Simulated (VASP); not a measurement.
# TaN (P-6m2) in VASP: notebook, part 2 of 2

VASP 6.6.1.

**4. Relaxation of cell and atoms, PBEsol, target pressure 30 GPa, at which the enthalpy is minimised**

This run uses another cell than the first one, of 10.63 Å³/atom.

The input, INCAR:

```
SYSTEM = TaN
ALGO = Normal ; EDIFF = 1E-6
EDIFFG = -0.001 ; ENCUT = 600
GGA = PS ; IBRION = 2
ISIF = 3 ; ISMEAR = -1
LASPH = .TRUE. ; LCHARG = .FALSE.
LREAL = .FALSE. ; LWAVE = .FALSE.
NELM = 60 ; NSW = 80
PREC = Accurate ; PSTRESS = 300.0
SIGMA = 0.15
```

The input, KPOINTS:

```
k-points
0
G
  18 18 14
  0 0 0
```

The input, POSCAR:

```
TaN
1.0
    2.9242701629      0.0000000000      0.0000000000
   -1.4621350814      2.5324922486      0.0000000000
    0.0000000000      0.0000000000      2.8701686366
Ta N
1 1
Direct
    0.3333333333      0.6666666667      0.5000000000
    0.0000000000      0.0000000000      0.0000000000
```

Potentials or basis: VASP PAW PBE potentials, release 64 (Ta_pv, N).

The run is started by

```
$ cat potpaw_PBE.64/Ta_pv/POTCAR potpaw_PBE.64/N/POTCAR > POTCAR
$ mpirun -np 1 vasp_std > vasp.out
```

OUTCAR:

```text
SYSTEM = TaN
   EDIFF = 1E-6
   EDIFFG = -0.001
   ENCUT = 600
   GGA = PS
   IBRION = 2
   ISIF = 3
   ISMEAR = -1
   LASPH = .TRUE.
   LREAL = .FALSE.
   NELM = 60
   NSW = 80
   PREC = Accurate
   PSTRESS = 300.0

 ion  position               nearest neighbor table
   1  0.333  0.667  0.500-   2 2.22   2 2.22   2 2.22   2 2.22   2 2.22   2 2.22
   2  0.000  0.000  0.000-   1 2.22   1 2.22   1 2.22   1 2.22   1 2.22   1 2.22

  LATTYP: Found a hexagonal cell.
 ALAT       =     2.9242701629
 C/A-ratio  =     0.9814991354

  Lattice vectors:

 A1 = (   2.9242701629,   0.0000000000,   0.0000000000)
 A2 = (  -1.4621350814,   2.5324922486,   0.0000000000)
 A3 = (   0.0000000000,   0.0000000000,   2.8701686366)

Analysis of symmetry for initial positions (statically):
=====================================================================
 Subroutine PRICEL returns:
 Original cell was already a primitive cell.

 Routine SETGRP: Setting up the symmetry group for a
 hexagonal supercell.

 Subroutine GETGRP returns: Found 12 space group operations
 (whereof 12 operations were pure point group operations)
 out of a pool of 24 trial point group operations.

The static configuration has the point symmetry D_3h.

Analysis of symmetry for dynamics (positions and initial velocities):
=====================================================================
 Subroutine PRICEL returns:
 Original cell was already a primitive cell.

 Routine SETGRP: Setting up the symmetry group for a
 hexagonal supercell.

 Subroutine GETGRP returns: Found 12 space group operations
 (whereof 12 operations were pure point group operations)
 out of a pool of 24 trial point group operations.

The dynamic configuration has the point symmetry D_3h.

 Subroutine INISYM returns: Found 12 space group operations
 (whereof 12 operations are pure point group operations),
 and found     1 'primitive' translations

----------------------------------------------------------------------------------------

                                     Primitive cell

  volume of cell :      21.2556

  direct lattice vectors                    reciprocal lattice vectors
     2.924270163  0.000000000  0.000000000     0.341965668  0.197433971  0.000000000
    -1.462135081  2.532492249  0.000000000     0.000000000  0.394867941  0.000000000
     0.000000000  0.000000000  2.870168637     0.000000000  0.000000000  0.348411584

  length of vectors
     2.924270163  2.924270163  2.870168637     0.394867941  0.394867941  0.348411584

  position of ions in fractional coordinates (direct lattice)
     0.333333333  0.666666667  0.500000000
     0.000000000  0.000000000  0.000000000

  ion indices of the primitive-cell ions
   primitive index   ion index
                 1           1
                 2           2

----------------------------------------------------------------------------------------

 KPOINTS: k-points

Automatic generation of k-mesh.
 Grid dimensions read from file:
 generate k-points for:   18   18   14

 Generating k-lattice:

  Cartesian coordinates                     Fractional coordinates (reciprocal lattice)
     0.018998093  0.010968554  0.000000000     0.055555556  0.000000000  0.000000000
     0.000000000  0.021937108  0.000000000     0.000000000  0.055555556  0.000000000
[... 52 lines left out ...]
   ISPIN  =      1    spin polarized calculation?
   LNONCOLLINEAR =      F non collinear calculations
   LSORBIT =      F    spin-orbit coupling
   LASPH  =      T    aspherical Exc in radial PAW
   ENCUT  =  600.0 eV  44.10 Ry    6.64 a.u.   5.84  5.84  5.73*2*pi/ulx,y,z
   NELM   =     60;   NELMIN=  2; NELMDL= -5     # of ELM steps
   EDIFF  = 0.1E-05   stopping-criterion for ELM
   LREAL  =      F    real-space projection
   EDIFFG = -.1E-02   stopping-criterion for IOM
   NSW    =     80    number of steps for IOM
   IBRION =      2    ionic relax: 0-MD 1-quasi-New 2-CG
   NFREE  =      1    steps in history (QN), initial steepest desc. (CG)
   ISIF   =      3    stress and relaxation
   ISYM   =      2    0-nonsym 1-usesym 2-fastsym
   POTIM  = 0.5000    time-step for ionic-motion
   TEBEG  =    0.0;   TEEND  =   0.0 temperature during run
   PSTRESS=  300.0 pullay stress
   NELECT =      16.0000    total number of electrons
   NUPDOWN=      -1.0000    fix difference up-down
   EMIN   =  10.00;   EMAX   =-10.00  energy-range for DOS
   EFERMI =   0.00;   METHOD = LEGACY
   ISMEAR =    -1;   SIGMA  =   0.15  broadening in eV -4-tet -1-fermi 0-gaus
   EFERMI_NEDOS =   21; number of points for ismear=-14 and -15
   IALGO  =     38    algorithm
   IMIX   =      4    mixing-type and parameters
     AMIX     =   0.40;   BMIX     =  1.00
     AMIX_MAG =   1.60;   BMIX_MAG =  1.00
  volume/ion in A,a.u.               =      10.63        71.72
  Fermi-wavevector in a.u.,A,eV,Ry     =   1.489214  2.814207 30.174439  2.217759
  Thomas-Fermi vector in A             =   2.602151
   LORBIT       =      0    0 simple, 1 ext, 2 COOP (PROOUT), +10 PAW based schemes
   GGA     = PS    functional components
   LHFCALC =     F    Hartree Fock is set to
   AEXX    =    0.0000 exact exchange contribution
   IVDW    =     0    specifies the selected vdW correction
   LEPSILON=     F    determine dielectric tensor
   LRPA    =     F    only Hartree local field effects (RPA)
 conjugate gradient relaxation of ions
 non-spin polarized calculation
  energy-cutoff  :      600.00
  volume of cell :       21.26
 maximum number of plane-waves:       724
 NGX is ok and might be reduce to    24

--------------------------------------- Ionic step        1  -------------------------------------------

 number of electron      16.0000000 magnetization

 Free energy of the ion-electron system (eV)
  ---------------------------------------------------
  ext. energy  EPLUGINS =         0.00000000
  ---------------------------------------------------
  free energy    TOTEN  =       -23.81126367 eV

  energy without entropy =      -23.80148120  energy(sigma->0) =      -23.80637243

------------------------ aborting loop because EDIFF is reached ----------------------------------------

  FORCE on cell =-STRESS in cart. coord.  units (eV):
  Direction    XX          YY          ZZ          XY          YZ          ZX
  --------------------------------------------------------------------------------------
  -------------------------------------------------------------------------------------
  Total        0.0886581      0.0886581      0.1150718      0.0000000      0.0000000      0.0000000
  in kB        6.6827636      6.6827636      8.6737433      0.0000000      0.0000000      0.0000000
  external PRESSURE =    -292.6535765 kB  Pullay stress =     300.0000000 kB
[... 25 lines left out ...]
--------------------------------------- Ionic step        2  -------------------------------------------

 number of electron      15.9999998 magnetization

 E-fermi :  12.0099     XC(G=0): -15.2657

 val. band max:       11.9993036260   @ k =   0.4444   0.0000   0.4286
 cond. band min:      12.0800207482   @ k =   0.4444   0.1111   0.5000
 fundamental gap:      0.0807171222
 Fermi energy:        12.0098837920

 k-point     1 :       0.0000    0.0000    0.0000
  band No.  band energies     occupation
      1     -22.3207      2.00000
      2     -21.7655      2.00000
      3     -21.7655      2.00000
      4      -8.4776      2.00000
      5       5.5386      2.00000
      6       5.5386      2.00000
      7       5.6632      2.00000
      8       8.5955      2.00000
      9      16.2184      0.00000
     10      16.8974      0.00000
     11      16.8974      0.00000
     12      17.6681      0.00000
[... 416 lines left out ...]
  energy  without entropy=      -23.6970884990  energy(sigma->0) =      -23.70213155

  enthalpy is  TOTEN    =       -19.9662832652 eV   P V=        3.7408913444

[... ionic steps 4 to 25 ...]

--------------------------------------- Ionic step       26  -------------------------------------------

 number of electron      15.9999999 magnetization

------------------------ aborting loop because EDIFF is reached ----------------------------------------
[... 71 lines left out ...]
--------------------------------------- Ionic step       28  -------------------------------------------

 number of electron      15.9999999 magnetization

 Free energy of the ion-electron system (eV)
  ---------------------------------------------------
  ext. energy  EPLUGINS =         0.00000000
  ---------------------------------------------------
  free energy    TOTEN  =       -23.68317535 eV

  energy without entropy =      -23.67325631  energy(sigma->0) =      -23.67821583

 E-fermi :   9.0214     XC(G=0): -13.9630

 val. band max:        8.9964819196   @ k =   0.0556   0.0000   0.4286
 cond. band min:       9.0799088799   @ k =   0.0000   0.0000   0.3571
 fundamental gap:      0.0834269603
 Fermi energy:         9.0213878610

 k-point     1 :       0.0000    0.0000    0.0000
  band No.  band energies     occupation
      1     -25.5753      2.00000
      2     -25.2356      2.00000
      3     -25.2356      2.00000
      4      -9.3918      2.00000
      5       4.0807      2.00000
      6       4.0807      2.00000
      7       4.3348      2.00000
      8       5.9520      2.00000
      9      11.8739      0.00000
     10      12.9454      0.00000
     11      12.9454      0.00000
     12      13.4434      0.00000
[... 378 lines left out ...]
  energy  without entropy=      -23.6732563071  energy(sigma->0) =      -23.67821583

  enthalpy is  TOTEN    =       -19.9682724126 eV   P V=        3.7149029383

 reached required accuracy - stopping structural energy minimisation
```

Run time: 12 min. Hardware: 1 thread of Intel Xeon 8259CL, shared host; peak memory 0.25 GiB.

Results:

```
Free energy                                                : -23.6832 eV
Relaxed volume                                             : 9.92 Å³/atom
Relaxed cell                                               : a = 2.853 Å, b = 2.853 Å, c = 2.814 Å, α = 90.00°, β = 90.00°, γ = 120.00°
Space group after relaxing (to 0.1 Å)                      : P-6m2 (No. 187)
Energy change on relaxing (the run minimises the enthalpy) : +64.0 meV/atom
Ionic steps                                                : 28
Pressure after relaxing                                    : 30.0 GPa
Band gap on the k mesh                                     : zero (bands 8 and 9 overlap by 0.35 eV)
```

The path:
```tsv
step	energy change (eV)	largest force (eV/Å)	pressure (GPa)	volume (Å³)
1	0.0000	0.0000	0.73	21.26
2	2.6884	0.0000	203.93	15.83
3	0.1041	0.0000	26.81	19.98
4	0.1218	0.0000	29.23	19.88
5	0.1277	0.0000	29.98	19.85
6	0.1329	0.0000	30.67	19.82
7	0.1357	0.0000	30.79	19.80
8	0.1337	0.0000	30.74	19.81
9	0.1152	0.0000	28.28	19.91
10	0.1282	0.0000	30.01	19.84
11	0.1280	0.0000	30.01	19.84
12	0.1215	0.0000	29.17	19.88
13	0.1279	0.0000	29.94	19.84
14	0.1293	0.0000	30.15	19.83
15	0.1283	0.0000	30.05	19.84
16	0.1282	0.0000	30.04	19.84
17	0.1281	0.0000	30.02	19.84
18	0.1280	0.0000	30.00	19.84
19	0.1280	0.0000	29.99	19.84
20	0.1280	0.0000	29.99	19.84
21	0.1280	0.0000	30.00	19.84
22	0.1281	0.0000	30.00	19.84
23	0.1281	0.0000	30.00	19.84
24	0.1281	0.0000	29.99	19.84
25	0.1282	0.0000	30.01	19.84
26	0.1281	0.0000	30.02	19.84
27	0.1281	0.0000	30.00	19.84
28	0.1281	0.0000	30.00	19.84
```

Final structure:
```yaml
crystal:
  lattice:
    - [2.85323, 0.00000, 0.00000]
    - [-1.42662, 2.47097, 0.00000]
    - [0.00000, 0.00000, 2.81405]
  atoms:
    - { symbol: Ta, position: [0.33333, 0.66667, 0.50000] }
    - { symbol: N, position: [0.00000, 0.00000, 0.00000] }
```

Levels at points of the mesh, in eV from the Fermi level:
| k point | band 4 | band 5 | band 6 | band 7 | band 8 | band 9 | band 10 | band 11 | band 12 |
| --- | --- | --- | --- | --- | --- | --- | --- | --- | --- |
| (0.00, 0.00, 0.00) | -18.41 | -4.94 | -4.94 | -4.69 | -3.07 | 2.85 | 3.92 | 3.92 | 4.42 |
| (0.50, 0.00, 0.00) | -15.74 | -8.81 | -5.71 | -3.91 | -3.32 | 3.26 | 4.56 | 5.63 | 5.94 |
| (0.00, 0.00, 0.50) | -15.23 | -9.94 | -4.04 | -4.04 | -0.18 | -0.18 | 2.57 | 3.54 | 3.54 |
| (0.50, 0.00, 0.50) | -16.29 | -7.87 | -6.56 | -6.19 | -0.21 | 4.73 | 6.03 | 6.76 | 7.87 |

Caveat: the cell is relaxed towards a set pressure, so the run minimises the enthalpy, not the energy; the PAW data sets were made with another functional, which shifts forces and pressure a little; spin-orbit coupling is left out, which moves the levels of the heavy elements.

**5. Single point, PBEsol**

This run uses another cell than the first one: it holds 16 atoms, not 2.

The input, INCAR:

```
PREC = Accurate ; ENCUT = 520
EDIFF = 1E-6 ; ISMEAR = 0
SIGMA = 0.1 ; LREAL = Auto
LASPH = T ; NELM = 100
ALGO = Normal ; ISIF = 2
LWAVE = F ; LCHARG = F
GGA = PS ; NBANDS = 78
```

The input, KPOINTS:

```
regular mesh
0
Gamma
  6 6 6
```

The input, POSCAR:

```
TaN
1.0
    0.0000000000      0.0000000000      5.7414552852
   -5.8479780895      0.0000000000      0.0000000000
    2.9239890448     -5.0644975863      0.0000000000
Ta N
8 8
Direct
    0.2500000000      0.3333333333      0.1666666667
    0.7500000000      0.3333333333      0.1666666667
    0.2500000000      0.3333333333      0.6666666667
    0.7500000000      0.3333333333      0.6666666667
    0.2500000000      0.8333333333      0.1666666667
    0.7500000000      0.8333333333      0.1666666667
    0.2500000000      0.8333333333      0.6666666667
    0.7500000000      0.8333333333      0.6666666667
    0.0000000000      0.5000000000      0.0000000000
    0.5000000000      0.5000000000      0.0000000000
    0.0000000000      0.5000000000      0.5000000000
    0.5000000000      0.5000000000      0.5000000000
    0.0000000000      0.0000000000      0.0000000000
    0.5000000000      0.0000000000      0.0000000000
    0.0000000000      0.0000000000      0.5000000000
    0.5000000000      0.0000000000      0.5000000000
```

The run is started by

```
$ cat potpaw_PBE.64/Ta_pv/POTCAR potpaw_PBE.64/N/POTCAR > POTCAR
$ mpirun -np 1 vasp_std > vasp.out
```

It took 14 min on 1 thread of AMD EPYC 7R13 (Zen 3), shared host; peak memory 0.43 GiB.

Results (log left out):

| Quantity | Value |
| --- | --- |
| Free energy | -190.4536 eV |
| Pressure | 0.8 GPa |
| Band gap on the k mesh | zero (bands 64 and 65 overlap by 0.32 eV) |

Stress tensor (GPa, compression positive):
```
0.72 0.00 0.00
0.00 0.72 0.00
0.00 0.00 1.04
```

Levels at points of the mesh, in eV from the Fermi level:
| k point | band 60 | band 61 | band 62 | band 63 | band 64 | band 65 | band 66 | band 67 | band 68 | band 69 |
| --- | --- | --- | --- | --- | --- | --- | --- | --- | --- | --- |
| (0.00, 0.00, 0.00) | -2.98 | -0.37 | -0.37 | -0.37 | -0.16 | -0.16 | 2.28 | 2.43 | 2.99 | 2.99 |
| (0.50, 0.00, 0.00) | -1.52 | -1.52 | -1.52 | -0.39 | -0.39 | 0.74 | 0.74 | 0.74 | 0.74 | 2.63 |
| (0.00, 0.50, 0.00) | -1.72 | -1.22 | -1.22 | -1.12 | -1.12 | 1.19 | 1.19 | 1.59 | 1.59 | 1.97 |
| (0.50, 0.50, 0.00) | -1.82 | -1.12 | -1.12 | -1.12 | -1.12 | 1.81 | 1.81 | 1.81 | 1.81 | 2.20 |

Caveat: the PAW data sets were made with another functional, which shifts forces and pressure a little; spin-orbit coupling is left out, which moves the levels of the heavy elements.

**6. The runs side by side**

| task | cell | k mesh | cutoff (eV) | smearing | gap on the mesh (eV) | pressure (GPa) |
| --- | --- | --- | --- | --- | --- | --- |
| single point | a = 2.851, b = 2.851, c = 2.811 Å, angles 90.0, 90.0, 120.0°, 2 atoms, atomic positions A | 18 × 18 × 14 | 520 | fermi-dirac 0.15 eV | none | 31.3 |
| relaxation of cell and atoms | relaxed from a = 2.924, b = 2.924, c = 2.871 Å, angles 90.0, 90.0, 120.0°, 2 atoms, atomic positions A | 18 × 18 × 14 | 600 | fermi-dirac 0.15 eV | none | 0.0 |
| relaxation of cell and atoms | relaxed to 30 GPa from a = 2.924, b = 2.924, c = 2.870 Å, angles 90.0, 90.0, 120.0°, 2 atoms, atomic positions A | 18 × 18 × 14 | 600 | fermi-dirac 0.15 eV | none | 30.0 |
| single point | a = 5.741, b = 5.848, c = 5.848 Å, angles 120.0, 90.0, 90.0°, 16 atoms, atomic positions B | 6 × 6 × 6 | 520 | gaussian 0.1 eV | none | 0.8 |

Alike in all rows: level PBEsol; potentials or basis VASP PAW PBE potentials, release 64 (Ta_pv, N); no spin polarisation.

Caveats: the PAW data sets were made with another functional, which shifts forces and pressure a little; spin-orbit coupling is left out, which moves the levels of the heavy elements; the cell stands under pressure (at least some runs); the cell is relaxed towards a set pressure, so the run minimises the enthalpy, not the energy (at least some runs).

Absolute energies hang on the potentials; compare differences alone.

The gap in the log of VASP goes by the Fermi energy; the results here count the filled bands.